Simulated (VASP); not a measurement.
# PdI (Pm-3m) in VASP: notebook

PdI is run at these levels: PBE; tasks: single point.

Everything below comes from runs of VASP 6.6.1. Logs are shortened: lines on timing, memory, paths and dates and some standing lists are left out, and cuts for length are marked.

## (1) The cell of the first run

Symmetry: Pm-3m, No. 221, cubic system. Conventional cell: a = 3.586 Å, b = 3.586 Å, c = 3.586 Å, α = 90.00°, β = 90.00°, γ = 90.00°. Pd (site symmetry m-3m) has 8 I at 3.11 Å and 6 Pd at 3.59 Å within 4.1 Å. Within 4.1 Å of I (site symmetry m-3m) lie 8 Pd at 3.11 Å and 6 I at 3.59 Å.

## (2) Single point, PBE

File INCAR:

```
SYSTEM = PdI
PREC = Accurate
ENCUT = 500
EDIFF = 1E-6
ISMEAR = 0
SIGMA = 0.1
LREAL = .FALSE.
LASPH = .TRUE.
NELM = 120
ALGO = Normal
ISIF = 2
LWAVE = .FALSE.
LCHARG = .FALSE.
GGA = PE
NBANDS = 16
GGA_COMPAT = .FALSE.
```

File KPOINTS:

```
Automatic mesh
0
G
  4 4 4
  0 0 0
```

File POSCAR:

```
PdI
1.0
    3.5861573189      0.0000000000      0.0000000000
    0.0000000000      3.5861573189      0.0000000000
    0.0000000000      0.0000000000      3.5861573189
Pd I
1 1
Direct
    0.0000000000      0.0000000000      0.0000000000
    0.5000000000      0.5000000000      0.5000000000
```

Potentials or basis: VASP PAW PBE potentials, release 64 (Pd, I).

The run is started by

```bash
$ cat potpaw_PBE.64/Pd/POTCAR potpaw_PBE.64/I/POTCAR > POTCAR
$ mpirun -np 1 vasp_std > vasp.out
```

OUTCAR:

```text
SYSTEM = PdI
   PREC = Accurate
   ENCUT = 500
   EDIFF = 1E-6
   ISMEAR = 0
   LREAL = .FALSE.
   LASPH = .TRUE.
   NELM = 120
   ISIF = 2
   GGA = PE

 ion  position               nearest neighbor table
   1  0.000  0.000  0.000-   2 3.11   2 3.11   2 3.11   2 3.11   2 3.11   2 3.11   2 3.11   2 3.11

   2  0.500  0.500  0.500-   1 3.11   1 3.11   1 3.11   1 3.11   1 3.11   1 3.11   1 3.11   1 3.11

  LATTYP: Found a simple cubic cell.
 ALAT       =     3.5861573189

  Lattice vectors:

 A1 = (   3.5861573189,   0.0000000000,   0.0000000000)
 A2 = (   0.0000000000,   3.5861573189,   0.0000000000)
 A3 = (   0.0000000000,   0.0000000000,   3.5861573189)

Analysis of symmetry for initial positions (statically):
=====================================================================
 Subroutine PRICEL returns:
 Original cell was already a primitive cell.

 Routine SETGRP: Setting up the symmetry group for a
 simple cubic supercell.

 Subroutine GETGRP returns: Found 48 space group operations
 (whereof 48 operations were pure point group operations)
 out of a pool of 48 trial point group operations.

The static configuration has the point symmetry O_h .

Analysis of symmetry for dynamics (positions and initial velocities):
=====================================================================
 Subroutine PRICEL returns:
 Original cell was already a primitive cell.

 Routine SETGRP: Setting up the symmetry group for a
 simple cubic supercell.

 Subroutine GETGRP returns: Found 48 space group operations
 (whereof 48 operations were pure point group operations)
 out of a pool of 48 trial point group operations.

The dynamic configuration has the point symmetry O_h .

 Subroutine INISYM returns: Found 48 space group operations
 (whereof 48 operations are pure point group operations),
 and found     1 'primitive' translations

----------------------------------------------------------------------------------------

                                     Primitive cell

  volume of cell :      46.1199

  direct lattice vectors                    reciprocal lattice vectors
     3.586157319  0.000000000  0.000000000     0.278850009  0.000000000  0.000000000
     0.000000000  3.586157319  0.000000000     0.000000000  0.278850009  0.000000000
     0.000000000  0.000000000  3.586157319     0.000000000  0.000000000  0.278850009

  length of vectors
     3.586157319  3.586157319  3.586157319     0.278850009  0.278850009  0.278850009

[... 64 lines left out ...]
   NELM   =    120;   NELMIN=  2; NELMDL= -5     # of ELM steps
   EDIFF  = 0.1E-05   stopping-criterion for ELM
   LREAL  =      F    real-space projection
   EDIFFG = 0.1E-04   stopping-criterion for IOM
   NSW    =      0    number of steps for IOM
   IBRION =     -1    ionic relax: 0-MD 1-quasi-New 2-CG
   NFREE  =      0    steps in history (QN), initial steepest desc. (CG)
   ISIF   =      2    stress and relaxation
   ISYM   =      2    0-nonsym 1-usesym 2-fastsym
   POTIM  = 0.5000    time-step for ionic-motion
   TEBEG  =    0.0;   TEEND  =   0.0 temperature during run
   PSTRESS=    0.0 pullay stress
   NELECT =      17.0000    total number of electrons
   NUPDOWN=      -1.0000    fix difference up-down
   EMIN   =  10.00;   EMAX   =-10.00  energy-range for DOS
   EFERMI =   0.00;   METHOD = LEGACY
   ISMEAR =     0;   SIGMA  =   0.10  broadening in eV -4-tet -1-fermi 0-gaus
   EFERMI_NEDOS =   21; number of points for ismear=-14 and -15
   IALGO  =     38    algorithm
   IMIX   =      4    mixing-type and parameters
     AMIX     =   0.40;   BMIX     =  1.00
     AMIX_MAG =   1.60;   BMIX_MAG =  1.00
  volume/ion in A,a.u.               =      23.06       155.62
  Fermi-wavevector in a.u.,A,eV,Ry     =   1.173803  2.218166 18.746283  1.377813
  Thomas-Fermi vector in A             =   2.310210
   LORBIT       =      0    0 simple, 1 ext, 2 COOP (PROOUT), +10 PAW based schemes
   GGA     = PE    functional components
   LHFCALC =     F    Hartree Fock is set to
   AEXX    =    0.0000 exact exchange contribution
   IVDW    =     0    specifies the selected vdW correction
   LEPSILON=     F    determine dielectric tensor
   LRPA    =     F    only Hartree local field effects (RPA)
 non-spin polarized calculation
 Gauss-broadening in eV      SIGMA  =   0.10
  energy-cutoff  :      500.00
  volume of cell :       46.12
 maximum number of plane-waves:      1208
 NGX is ok and might be reduce to    28
   NGX = 13   NGY = 13   NGZ = 13

 number of electron      16.9999999 magnetization

 Free energy of the ion-electron system (eV)
  ---------------------------------------------------
  ext. energy  EPLUGINS =         0.00000000
  ---------------------------------------------------
  free energy    TOTEN  =        -5.99745413 eV

  energy without entropy =       -5.98178993  energy(sigma->0) =       -5.98962203

 E-fermi :   8.0108     XC(G=0): -10.8391

 val. band max:        7.9484541116   @ k =   0.5000   0.5000   0.2500
 cond. band min:       8.0709324179   @ k =   0.5000   0.2500   0.0000
 fundamental gap:      0.1224783063
 Fermi energy:         8.0108483376

 k-point     1 :       0.0000    0.0000    0.0000
  band No.  band energies     occupation
      1      -6.6602      2.00000
      2       5.1874      2.00000
      3       5.1874      2.00000
      4       5.9595      2.00000
      5       5.9595      2.00000
      6       5.9595      2.00000
[... 167 lines left out ...]
      3       2.4677      2.00000
      4       2.4677      2.00000
      5       6.7794      2.00000
      6       6.7794      2.00000
[... 8 lines left out ...]
     15      25.2974      0.00000
     16      25.2988      0.00000

------------------------ aborting loop because EDIFF is reached ----------------------------------------

  FORCE on cell =-STRESS in cart. coord.  units (eV):
  Direction    XX          YY          ZZ          XY          YZ          ZX
  --------------------------------------------------------------------------------------
  -------------------------------------------------------------------------------------
  Total       -0.0781042     -0.0781042     -0.0781042     -0.0000000      0.0000000      0.0000000
  in kB       -2.7132952     -2.7132952     -2.7132952     -0.0000000      0.0000000      0.0000000
  external PRESSURE =      -2.7132952 kB  Pullay stress =       0.0000000 kB

 VOLUME and BASIS-vectors are now :
 -----------------------------------------------------------------------------
  energy-cutoff  :      500.00
  volume of cell :       46.12
      direct lattice vectors                 reciprocal lattice vectors
     3.586157319  0.000000000  0.000000000     0.278850009  0.000000000  0.000000000
     0.000000000  3.586157319  0.000000000     0.000000000  0.278850009  0.000000000
     0.000000000  0.000000000  3.586157319     0.000000000  0.000000000  0.278850009

 POSITION                                       TOTAL-FORCE (eV/Angst)
 -----------------------------------------------------------------------------------
      0.00000      0.00000      0.00000         0.000000      0.000000      0.000000
      1.79308      1.79308      1.79308         0.000000      0.000000      0.000000
 -----------------------------------------------------------------------------------
    total drift:                               -0.000000      0.000000      0.000000

  FREE ENERGIE OF THE ION-ELECTRON SYSTEM (eV)
  ---------------------------------------------------
  free  energy   TOTEN  =        -5.9974541269 eV

  energy  without entropy=       -5.9817899319  energy(sigma->0) =       -5.98962203
```

Run time: 12 s. Hardware: 1 thread of Intel Xeon 8259CL, shared host; peak memory 0.16 GiB.

What came out:

* Free energy: -5.9975 eV
* Pressure: -0.3 GPa

Caveat: the k points lie up to 0.44 Å⁻¹ apart; spin-orbit coupling is left out, which moves the levels of the heavy elements; an odd number of electrons without spin polarisation forces a metal; a magnetic or distorted state may lie lower.

## (3) Single point, PBE

This run uses another cell than the first one, of 22.76 Å³/atom, 0.987 times its volume.

File INCAR:

```
PREC     = Accurate       # precision mode
ENCUT    = 500            # plane-wave cutoff, eV
EDIFF    = 1E-6           # SCF threshold, eV
ISMEAR   = 0              # smearing method
SIGMA    = 0.1            # smearing width, eV
LREAL    = F              # projectors in reciprocal space
LASPH    = T              # aspherical terms in the spheres
NELM     = 120            # most SCF steps
ALGO     = Normal         # electronic algorithm
ISIF     = 2              # what is computed and relaxed
LWAVE    = F              # write WAVECAR
LCHARG   = T              # write CHGCAR
GGA      = PE             # functional
LELF     = T              # ELF
LVHAR    = T            
NBANDS   = 16             # bands
GGA_COMPAT= F
```

File KPOINTS:

```
regular mesh
0
Gamma
  6 6 6
```

File POSCAR:

```
PdI
1.0
    3.5703805913      0.0000000000      0.0000000000
    0.0000000000      3.5703805913      0.0000000000
    0.0000000000      0.0000000000      3.5703805913
Pd I
1 1
Direct
    0.0000000000      0.0000000000      0.0000000000
    0.5000000000      0.5000000000      0.5000000000
```

Potentials or basis: VASP PAW PBE potentials, release 64 (Pd, I).

The run is started by

```bash
$ cat potpaw_PBE.64/Pd/POTCAR potpaw_PBE.64/I/POTCAR > POTCAR
$ mpirun -np 1 vasp_std > vasp.out
```

Wall time 20 s (1 thread of Intel Xeon 8259CL, shared host); peak memory 0.16 GiB.

Results (log left out):

```yaml
Free_energy: -6.0208 eV
Pressure: 0.2 GPa
```

Levels at points of the mesh, in eV from the Fermi level:
```csv
k point,band 6,band 7,band 8,band 9,band 10,band 11,band 12,band 13
"(0.00, 0.00, 0.00)",-2.03,-1.72,-1.72,-1.72,0.76,6.23,6.23,12.27
"(0.50, 0.00, 0.00)",-1.67,-1.22,0.66,0.66,4.04,5.70,5.70,6.96
"(0.50, 0.50, 0.00)",-2.13,-1.79,-1.23,-0.71,0.95,8.09,8.11,8.11
"(0.50, 0.50, 0.50)",-1.21,0.15,0.15,0.15,2.03,2.03,2.03,4.23
```

Caveat: spin-orbit coupling is left out, which moves the levels of the heavy elements; an odd number of electrons without spin polarisation forces a metal; a magnetic or distorted state may lie lower.

## (4) Single point, PBE

This run uses another cell than the first one, of 22.80 Å³/atom, 0.989 times its volume.

File INCAR:

```
PREC = Accurate
ENCUT = 500
EDIFF = 1E-6
ISMEAR = 0
SIGMA = 0.1
LREAL = False
LASPH = True
NELM = 120
ALGO = Normal
ISIF = 2
LWAVE = False
LCHARG = True
GGA = PE
LELF = True
LVHAR = True
NBANDS = 16
GGA_COMPAT = False
```

KPOINTS is that of step 3.

File POSCAR:

```
PdI
1.0
    3.5728796782      0.0000000000      0.0000000000
    0.0000000000      3.5728796782      0.0000000000
    0.0000000000      0.0000000000      3.5728796782
Pd I
1 1
Direct
    0.5000000000      0.5000000000      0.5000000000
    0.0000000000      0.0000000000      0.0000000000
```

The run is started by

```bash
$ cat potpaw_PBE.64/Pd/POTCAR potpaw_PBE.64/I/POTCAR > POTCAR
$ mpirun -np 1 vasp_std > vasp.out
```

It took 23 s on 1 thread of Intel Xeon 8259CL, shared host; peak memory 0.16 GiB.

Results (log left out):

```yaml
Free_energy: -6.0208 eV
Pressure: 0.0 GPa
```

Levels at points of the mesh, in eV from the Fermi level:
```
           k point  band 7  band 8  band 9  band 10  band 11  band 12
(0.00, 0.00, 0.00)   -1.71   -1.71   -1.71     0.75     6.24     6.24
(0.50, 0.00, 0.00)   -1.21    0.65    0.65     4.03     5.69     5.71
(0.50, 0.50, 0.00)   -1.78   -1.23   -0.71     0.95     8.09     8.10
(0.50, 0.50, 0.50)    0.15    0.15    0.15     2.04     2.04     2.04
```

Caveat: spin-orbit coupling is left out, which moves the levels of the heavy elements; an odd number of electrons without spin polarisation forces a metal; a magnetic or distorted state may lie lower.

## (5) Overview

```csv
cell,k mesh,gap on the mesh (eV),pressure (GPa)
"a = 3.586 Å, 2 atoms",4 × 4 × 4,none,-0.3
"a = 3.570 Å, 2 atoms",6 × 6 × 6,none,0.2
"a = 3.573 Å, 2 atoms",6 × 6 × 6,none,0.0
```

Alike in all rows: task single point; level PBE; potentials or basis VASP PAW PBE potentials, release 64 (Pd, I); no spin polarisation; cutoff (eV) 500; smearing gaussian 0.1 eV.

Caveats: some runs use coarse meshes; spin-orbit coupling is left out, which moves the levels of the heavy elements; an odd number of electrons without spin polarisation forces a metal; a magnetic or distorted state may lie lower.

Total energies depend on the potentials used, so only differences within one code and one set of settings carry meaning.
